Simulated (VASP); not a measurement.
# Ni (Fm-3m) in VASP: further runs

Runs on Ni. Level: PBE. Tasks: single point.

Everything below comes from runs of VASP 6.6.1. Logs are shortened: lines on timing, memory, paths and dates and some standing lists are left out, and cuts for length are marked.

## (1) The cell of the first run

The structure is cubic, space group Fm-3m (No. 225). Conventional cell: a = 3.514 Å, b = 3.514 Å, c = 3.514 Å, α = 90.00°, β = 90.00°, γ = 90.00°. Ni (site symmetry m-3m) has 12 Ni at 2.49 Å within 3.3 Å.

## (2) Single point, PBE

Contents of INCAR:

```
  PREC = Accurate
  ENCUT = 520
  EDIFF = 1E-7
  ISMEAR = 1
  SIGMA = 0.3
  LREAL = False
  LASPH = True
  NELM = 80
  ALGO = Normal
  ISIF = 2
  LWAVE = False
  LCHARG = False
  GGA = PE
  NBANDS = 11
```

Contents of KPOINTS:

```
regular mesh
0
Gamma
  15 15 15
```

Contents of POSCAR:

```
Ni
1.0
    0.0000000000      1.7572466680      1.7572466680
    1.7572466680      0.0000000000      1.7572466680
    1.7572466680      1.7572466680      0.0000000000
Ni
1
Direct
    0.0000000000      0.0000000000      0.0000000000
```

Potentials or basis: VASP PAW PBE potentials, release 64 (Ni).

On the command line:

```
$ cat potpaw_PBE.64/Ni/POTCAR > POTCAR
$ mpirun -np 1 vasp_std > vasp.out
```

OUTCAR:

```text
PREC = Accurate
   ENCUT = 520
   EDIFF = 1E-7
   ISMEAR = 1
   LREAL = False
   LASPH = True
   NELM = 80
   ISIF = 2
   GGA = PE

 ion  position               nearest neighbor table
   1  0.000  0.000  0.000-

  LATTYP: Found a face centered cubic cell.
 ALAT       =     3.5144933360

  Lattice vectors:

 A1 = (   0.0000000000,   1.7572466680,   1.7572466680)
 A2 = (   1.7572466680,   0.0000000000,   1.7572466680)
 A3 = (   1.7572466680,   1.7572466680,   0.0000000000)

Analysis of symmetry for initial positions (statically):
=====================================================================
 Subroutine PRICEL returns:
 Original cell was already a primitive cell.

 Routine SETGRP: Setting up the symmetry group for a
 face centered cubic supercell.

 Subroutine GETGRP returns: Found 48 space group operations
 (whereof 48 operations were pure point group operations)
 out of a pool of 48 trial point group operations.

The static configuration has the point symmetry O_h .

Analysis of symmetry for dynamics (positions and initial velocities):
=====================================================================
 Subroutine PRICEL returns:
 Original cell was already a primitive cell.

 Routine SETGRP: Setting up the symmetry group for a
 face centered cubic supercell.

 Subroutine GETGRP returns: Found 48 space group operations
 (whereof 48 operations were pure point group operations)
 out of a pool of 48 trial point group operations.

The dynamic configuration has the point symmetry O_h .

 Subroutine INISYM returns: Found 48 space group operations
 (whereof 48 operations are pure point group operations),
 and found     1 'primitive' translations

----------------------------------------------------------------------------------------

                                     Primitive cell

  volume of cell :      10.8525

  direct lattice vectors                    reciprocal lattice vectors
     0.000000000  1.757246668  1.757246668    -0.284536035  0.284536035  0.284536035
     1.757246668  0.000000000  1.757246668     0.284536035 -0.284536035  0.284536035
     1.757246668  1.757246668  0.000000000     0.284536035  0.284536035 -0.284536035

  length of vectors
     2.485122070  2.485122070  2.485122070     0.492830870  0.492830870  0.492830870

  position of ions in fractional coordinates (direct lattice)
     0.000000000  0.000000000  0.000000000

  ion indices of the primitive-cell ions
   primitive index   ion index
                 1           1

----------------------------------------------------------------------------------------

 KPOINTS: regular mesh

Automatic generation of k-mesh.
 Grid dimensions read from file:
 generate k-points for:   15   15   15

 Generating k-lattice:

  Cartesian coordinates                     Fractional coordinates (reciprocal lattice)
    -0.018969069  0.018969069  0.018969069     0.066666667  0.000000000  0.000000000
     0.018969069 -0.018969069  0.018969069     0.000000000  0.066666667  0.000000000
     0.018969069  0.018969069 -0.018969069     0.000000000  0.000000000  0.066666667

  Length of vectors
     0.032855391  0.032855391  0.032855391

  Shift w.r.t. Gamma in fractional coordinates (k-lattice)
     0.000000000  0.000000000  0.000000000

 Subroutine IBZKPT returns following result:
 ===========================================

 Found    120 irreducible k-points:

 Following reciprocal coordinates:
            Coordinates               Weight
  0.000000  0.000000  0.000000      1.000000
  0.066667  0.000000  0.000000      8.000000
  0.133333  0.000000  0.000000      8.000000
  0.200000  0.000000  0.000000      8.000000
  0.266667  0.000000  0.000000      8.000000
  0.333333  0.000000  0.000000      8.000000
[... 16 lines left out ...]
  0.133333  0.133333  0.000000      6.000000
  0.200000  0.133333  0.000000     24.000000
 [... further k-points ...]
   k-points           NKPTS =    120   k-points in BZ     NKDIM =    120   number of bands    NBANDS=     11
   number of dos      NEDOS =    301   number of ions     NIONS =      1
   total plane-waves  NPLWV =   5832
   dimension x,y,z NGX =    18 NGY =   18 NGZ =   18
   dimension x,y,z NGXF=    36 NGYF=   36 NGZF=   36
   ions per type =               1
   NGX,Y,Z   is equivalent  to a cutoff of  12.04, 12.04, 12.04 a.u.
   NGXF,Y,Z  is equivalent  to a cutoff of  24.08, 24.08, 24.08 a.u.
 SYSTEM =  unknown system
   PREC   = accura    normal or accurate (medium, high low for compatibility)
   ISTART =      0    job   : 0-new  1-cont  2-samecut
   ICHARG =      2    charge: 1-file 2-atom 10-const
   ISPIN  =      1    spin polarized calculation?
   LNONCOLLINEAR =      F non collinear calculations
   LSORBIT =      F    spin-orbit coupling
   LASPH  =      T    aspherical Exc in radial PAW
   ENCUT  =  520.0 eV  38.22 Ry    6.18 a.u.   4.62  4.62  4.62*2*pi/ulx,y,z
   NELM   =     80;   NELMIN=  2; NELMDL= -5     # of ELM steps
   EDIFF  = 0.1E-06   stopping-criterion for ELM
   LREAL  =      F    real-space projection
   EDIFFG = 0.1E-05   stopping-criterion for IOM
   NSW    =      0    number of steps for IOM
   IBRION =     -1    ionic relax: 0-MD 1-quasi-New 2-CG
   NFREE  =      0    steps in history (QN), initial steepest desc. (CG)
   ISIF   =      2    stress and relaxation
   ISYM   =      2    0-nonsym 1-usesym 2-fastsym
   POTIM  = 0.5000    time-step for ionic-motion
   TEBEG  =    0.0;   TEEND  =   0.0 temperature during run
   PSTRESS=    0.0 pullay stress
   NELECT =      10.0000    total number of electrons
   NUPDOWN=      -1.0000    fix difference up-down
   EMIN   =  10.00;   EMAX   =-10.00  energy-range for DOS
   EFERMI =   0.00;   METHOD = LEGACY
   ISMEAR =     1;   SIGMA  =   0.30  broadening in eV -4-tet -1-fermi 0-gaus
   EFERMI_NEDOS =   21; number of points for ismear=-14 and -15
   IALGO  =     38    algorithm
   IMIX   =      4    mixing-type and parameters
     AMIX     =   0.40;   BMIX     =  1.00
     AMIX_MAG =   1.60;   BMIX_MAG =  1.00
  volume/ion in A,a.u.               =      10.85        73.24
  Fermi-wavevector in a.u.,A,eV,Ry     =   1.593060  3.010447 34.529407  2.537840
  Thomas-Fermi vector in A             =   2.691349
   LORBIT       =      0    0 simple, 1 ext, 2 COOP (PROOUT), +10 PAW based schemes
   GGA     = PE    functional components
   LHFCALC =     F    Hartree Fock is set to
   AEXX    =    0.0000 exact exchange contribution
   IVDW    =     0    specifies the selected vdW correction
   LEPSILON=     F    determine dielectric tensor
   LRPA    =     F    only Hartree local field effects (RPA)
 non-spin polarized calculation
 Methfessel and Paxton  Order N= 1 SIGMA  =   0.30
  energy-cutoff  :      520.00
  volume of cell :       10.85
 maximum number of plane-waves:       303
   NGX =  9   NGY =  9   NGZ =  9

 number of electron      10.0000013 magnetization

 Free energy of the ion-electron system (eV)
  ---------------------------------------------------
  ext. energy  EPLUGINS =         0.00000000
  ---------------------------------------------------
  free energy    TOTEN  =        -5.42465953 eV

  energy without entropy =       -5.40468751  energy(sigma->0) =       -5.41800219

 E-fermi :   9.2322     XC(G=0): -13.2685

 val. band max:        9.2295407594   @ k =   0.4667   0.1333   0.0000
 cond. band min:       9.2334584033   @ k =  -0.4667   0.2667   0.0000
 fundamental gap:      0.0039176439
 Fermi energy:         9.2322043445

 k-point     1 :       0.0000    0.0000    0.0000
  band No.  band energies     occupation
      1       0.3667      2.00000
      2       7.3708      2.00000
      3       7.3708      2.00000
      4       7.3708      2.00000
      5       8.4709      2.00195
      6       8.4709      2.00195
      7      33.0755      0.00000
      8      37.0284      0.00000
      9      37.0284      0.00000
     10      37.0284      0.00000
     11      40.0407      0.00000

 k-point     2 :       0.0667    0.0000    0.0000
  band No.  band energies     occupation
      1       0.5409      2.00000
      2       7.3231      2.00000
      3       7.4102      2.00000
      4       7.4102      2.00000
      5       8.4541      2.00151
      6       8.4541      2.00151
      7      32.5018      0.00000
      8      35.1072      0.00000
      9      36.6413      0.00000
     10      36.6413      0.00000
     11      40.6205      0.00000

 k-point     3 :       0.1333    0.0000    0.0000
  band No.  band energies     occupation
      1       1.0530      2.00000
      2       7.1987      2.00000
      3       7.5048      2.00000
      4       7.5048      2.00000
      5       8.4267      2.00097
      6       8.4267      2.00097
      7      29.8543      0.00000
      8      34.0708      0.00000
      9      35.9436      0.00000
     10      35.9436      0.00000
     11      41.1091      0.00000

 k-point     4 :       0.2000    0.0000    0.0000
  band No.  band energies     occupation
      1       1.8648      2.00000
      2       7.0545      2.00000
      3       7.5793      2.00000
      4       7.5793      2.00000
      5       8.4604      2.00166
      6       8.4604      2.00166
      7      26.4507      0.00000
      8      33.6145      0.00000
      9      35.3086      0.00000
     10      35.3086      0.00000
     11      41.1778      0.00000
[... 239 lines left out ...]
 k-point    22 :      -0.0667    0.0667    0.0000
  band No.  band energies     occupation
      1       0.8278      2.00000
      2       7.2374      2.00000
      3       7.4679      2.00000
      4       7.4845      2.00000
      5       8.3732      2.00039
      6       8.4908      2.00263
      7      31.5853      0.00000
      8      33.1612      0.00000
      9      35.7459      0.00000
     10      37.6841      0.00000
     11      40.1408      0.00000

 k-point    23 :       0.1333    0.1333    0.0000
  band No.  band energies     occupation
      1       1.2779      2.00000
      2       7.0434      2.00000
      3       7.6308      2.00000
      4       7.6308      2.00000
      5       8.1806      2.00001
      6       8.5877      2.00961
      7      31.7286      0.00000
      8      32.8688      0.00000
      9      32.8688      0.00000
     10      34.0163      0.00000
     11      40.7255      0.00000

 k-point    24 :       0.2000    0.1333    0.0000
  band No.  band energies     occupation
      1       1.8734      2.00000
      2       6.8814      2.00000
      3       7.7198      2.00000
      4       7.7570      2.00000
      5       8.1226      2.00000
      6       8.6521      2.01969
      7      29.1698      0.00000
      8      31.7550      0.00000
      9      32.1367      0.00000
     10      34.4293      0.00000
     11      38.9838      0.00000

 [... further k-points ...]
[... 5 lines left out ...]
  --------------------------------------------------------------------------------------
  -------------------------------------------------------------------------------------
  Total       -0.0354536     -0.0354536     -0.0354536      0.0000000      0.0000000      0.0000000
  in kB       -5.2341063     -5.2341063     -5.2341063      0.0000000      0.0000000      0.0000000
  external PRESSURE =      -5.2341063 kB  Pullay stress =       0.0000000 kB

 VOLUME and BASIS-vectors are now :
 -----------------------------------------------------------------------------
  energy-cutoff  :      520.00
  volume of cell :       10.85
      direct lattice vectors                 reciprocal lattice vectors
     0.000000000  1.757246668  1.757246668    -0.284536035  0.284536035  0.284536035
     1.757246668  0.000000000  1.757246668     0.284536035 -0.284536035  0.284536035
     1.757246668  1.757246668  0.000000000     0.284536035  0.284536035 -0.284536035

 POSITION                                       TOTAL-FORCE (eV/Angst)
 -----------------------------------------------------------------------------------
      0.00000      0.00000      0.00000        -0.000000     -0.000000      0.000000
 -----------------------------------------------------------------------------------
    total drift:                                0.000000     -0.000000      0.000000

  FREE ENERGIE OF THE ION-ELECTRON SYSTEM (eV)
  ---------------------------------------------------
  free  energy   TOTEN  =        -5.4246595302 eV

  energy  without entropy=       -5.4046875148  energy(sigma->0) =       -5.41800219
```

Wall time 18 s (1 thread of AMD EPYC 7R13, shared host); peak memory 0.13 GiB.

What came out:

- Free energy: -5.4247 eV
- Pressure: -0.5 GPa
- Band gap on the k mesh: zero (band 5 reaches 9.38 eV, above the bottom of band 6 at 8.43 eV)

Caveat: the run has no spin polarisation, though such a crystal can be magnetic. Spin polarisation is off, so any magnetic state and its effect on volume and gap are missing.

## (3) Single point, PBE

INCAR: that of step 2 with these lines changed.

```diff
@@ -4,3 +4,3 @@
   ISMEAR = 1
-  SIGMA = 0.3
+  SIGMA = 1.0
   LREAL = False
```

Contents of KPOINTS:

```
Automatic mesh
0
Gamma
  15 15 15
```

POSCAR is that of step 2.

Potentials or basis: VASP PAW PBE potentials, release 64 (Ni).

On the command line:

```
$ cat potpaw_PBE.64/Ni/POTCAR > POTCAR
$ mpirun -np 1 vasp_std > vasp.out
```

OUTCAR:

```text
PREC = Accurate
   ENCUT = 520
   EDIFF = 1E-7
   ISMEAR = 1
   LREAL = False
   LASPH = True
   NELM = 80
   ISIF = 2
   GGA = PE

 ion  position               nearest neighbor table
   1  0.000  0.000  0.000-

  LATTYP: Found a face centered cubic cell.
 ALAT       =     3.5144933360

  Lattice vectors:

 A1 = (   0.0000000000,   1.7572466680,   1.7572466680)
 A2 = (   1.7572466680,   0.0000000000,   1.7572466680)
 A3 = (   1.7572466680,   1.7572466680,   0.0000000000)

Analysis of symmetry for initial positions (statically):
=====================================================================
 Subroutine PRICEL returns:
 Original cell was already a primitive cell.

 Routine SETGRP: Setting up the symmetry group for a
 face centered cubic supercell.

 Subroutine GETGRP returns: Found 48 space group operations
 (whereof 48 operations were pure point group operations)
 out of a pool of 48 trial point group operations.

The static configuration has the point symmetry O_h .

Analysis of symmetry for dynamics (positions and initial velocities):
=====================================================================
 Subroutine PRICEL returns:
 Original cell was already a primitive cell.

 Routine SETGRP: Setting up the symmetry group for a
 face centered cubic supercell.

 Subroutine GETGRP returns: Found 48 space group operations
 (whereof 48 operations were pure point group operations)
 out of a pool of 48 trial point group operations.

The dynamic configuration has the point symmetry O_h .

 Subroutine INISYM returns: Found 48 space group operations
 (whereof 48 operations are pure point group operations),
 and found     1 'primitive' translations

----------------------------------------------------------------------------------------

                                     Primitive cell

  volume of cell :      10.8525

  direct lattice vectors                    reciprocal lattice vectors
[... 104 lines left out ...]
     AMIX     =   0.40;   BMIX     =  1.00
     AMIX_MAG =   1.60;   BMIX_MAG =  1.00
  volume/ion in A,a.u.               =      10.85        73.24
  Fermi-wavevector in a.u.,A,eV,Ry     =   1.593060  3.010447 34.529407  2.537840
  Thomas-Fermi vector in A             =   2.691349
   LORBIT       =      0    0 simple, 1 ext, 2 COOP (PROOUT), +10 PAW based schemes
   GGA     = PE    functional components
   LHFCALC =     F    Hartree Fock is set to
   AEXX    =    0.0000 exact exchange contribution
   IVDW    =     0    specifies the selected vdW correction
   LEPSILON=     F    determine dielectric tensor
   LRPA    =     F    only Hartree local field effects (RPA)
 non-spin polarized calculation
 Methfessel and Paxton  Order N= 1 SIGMA  =   1.00
  energy-cutoff  :      520.00
  volume of cell :       10.85
 maximum number of plane-waves:       303
   NGX =  9   NGY =  9   NGZ =  9

 number of electron      10.0000013 magnetization

 Free energy of the ion-electron system (eV)
  ---------------------------------------------------
  ext. energy  EPLUGINS =         0.00000000
  ---------------------------------------------------
  free energy    TOTEN  =        -5.47940562 eV

  energy without entropy =       -5.41237651  energy(sigma->0) =       -5.45706258

 E-fermi :   9.3159     XC(G=0): -13.2716

 val. band max:        9.2939287405   @ k =  -0.4667   0.4000   0.0000
 cond. band min:       9.3369739340   @ k =  -0.3333   0.4667   0.1333
 fundamental gap:      0.0430451935
 Fermi energy:         9.3158557041

 k-point     1 :       0.0000    0.0000    0.0000
  band No.  band energies     occupation
      1       0.3659      2.00000
      2       7.3482      2.01773
      3       7.3482      2.01773
      4       7.3482      2.01773
      5       8.4422      2.01315
      6       8.4422      2.01315
      7      33.0796      0.00000
      8      37.0265      0.00000
      9      37.0265      0.00000
     10      37.0265      0.00000
     11      40.0348      0.00000
[... 309 lines left out ...]
 k-point    24 :       0.2000    0.1333    0.0000
  band No.  band energies     occupation
      1       1.8724      2.00000
      2       6.8602      2.00282
      3       7.6961      2.04431
      4       7.7338      2.04779
      5       8.0959      2.07091
      6       8.6231      1.91461
      7      29.1655     -0.00000
      8      31.7503      0.00000
      9      32.1348      0.00000
     10      34.4266      0.00000
     11      38.9778      0.00000

 [... further k-points ...]
[... 5 lines left out ...]
  --------------------------------------------------------------------------------------
  -------------------------------------------------------------------------------------
  Total       -0.0495225     -0.0495225     -0.0495225      0.0000000     -0.0000000     -0.0000000
  in kB       -7.3111359     -7.3111359     -7.3111359      0.0000000     -0.0000000     -0.0000000
  external PRESSURE =      -7.3111359 kB  Pullay stress =       0.0000000 kB

 VOLUME and BASIS-vectors are now :
 -----------------------------------------------------------------------------
  energy-cutoff  :      520.00
  volume of cell :       10.85
      direct lattice vectors                 reciprocal lattice vectors
     0.000000000  1.757246668  1.757246668    -0.284536035  0.284536035  0.284536035
     1.757246668  0.000000000  1.757246668     0.284536035 -0.284536035  0.284536035
     1.757246668  1.757246668  0.000000000     0.284536035  0.284536035 -0.284536035

 POSITION                                       TOTAL-FORCE (eV/Angst)
 -----------------------------------------------------------------------------------
      0.00000      0.00000      0.00000         0.000000      0.000000      0.000000
 -----------------------------------------------------------------------------------
    total drift:                                0.000000     -0.000000     -0.000000

  FREE ENERGIE OF THE ION-ELECTRON SYSTEM (eV)
  ---------------------------------------------------
  free  energy   TOTEN  =        -5.4794056235 eV

  energy  without entropy=       -5.4123765068  energy(sigma->0) =       -5.45706258
```

stdout:

```text
POSCAR found type information on POSCAR Ni
 POSCAR found :  1 types and       1 ions
 scaLAPACK will be used
 LDA part: xc-table for (Slater+PW92), standard interpolation
 POSCAR, INCAR and KPOINTS ok, starting setup
 FFT: planning ... GRIDC
 FFT: planning ... GRID_SOFT
 FFT: planning ... GRID
 WAVECAR not read
 entering main loop
```

Wall time 21 s (1 thread of AMD EPYC 7R13, shared host); peak memory 0.13 GiB.

What came out:

```yaml
Free_energy: -5.4794 eV
Pressure: -0.7 GPa
Band_gap_on_the_k_mesh: zero (band 5 reaches 9.35 eV, above the bottom of band 6 at 8.40 eV)
```

Caveat: the run has no spin polarisation, though such a crystal can be magnetic. Spin polarisation is off, so any magnetic state and its effect on volume and gap are missing.

[end of part 1 of 2]
